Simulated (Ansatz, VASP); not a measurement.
# Two plane-wave programs on Ti2Te2Pt

```
Ti Te Pt
1.0
     4.99133    0.00000    0.00000
    -2.49566    4.32262    0.00000
     0.00000    0.00000    5.51899
Ti Te Pt
2 2 1
Direct
  0.33333 0.66667 0.00000
  0.66667 0.33333 0.00000
  0.33333 0.66667 0.50000
  0.66667 0.33333 0.50000
  0.00000 0.00000 0.00000
```

Alike in both runs: functional PBE; k mesh 12 × 12 × 8; occupations gaussian, width 0.1 eV; collinear spin.

Ansatz relaxed the structure, and its values are those at the end. VASP's run is a single point on that final structure, the one shown.

|  | VASP | Ansatz |
| --- | --- | --- |
| version | VASP 6.6.1 | Ansatz 0.2.0 |
| potentials or method | VASP PAW PBE potentials, release 64 (Ti_sv, Te, Pt), cutoff 500 eV | scalar-relativistic, plane waves, PAW |
| valence electrons in the cell | 46 | 74 |

|  | VASP | Ansatz | Ansatz less VASP |
| --- | --- | --- | --- |
| gap on the k mesh at the Fermi level (eV) | none | none | - |
| pressure (GPa) | -0.1 | 0.0 | +0.07 |
| net moment per atom (μB) | 0.00 | 0.00 | 0.000 |

A gap of «none» marks a metal or a gap that the smearing closes. With one functional, cell and mesh, what is left measures potentials, basis and numerics. VASP's potentials hold 46 valence electrons a cell and Ansatz's 74, so a difference there can come from the potentials and not from the codes. Ansatz's warnings: seeded moment not kept.

Neither program's run includes spin-orbit coupling.
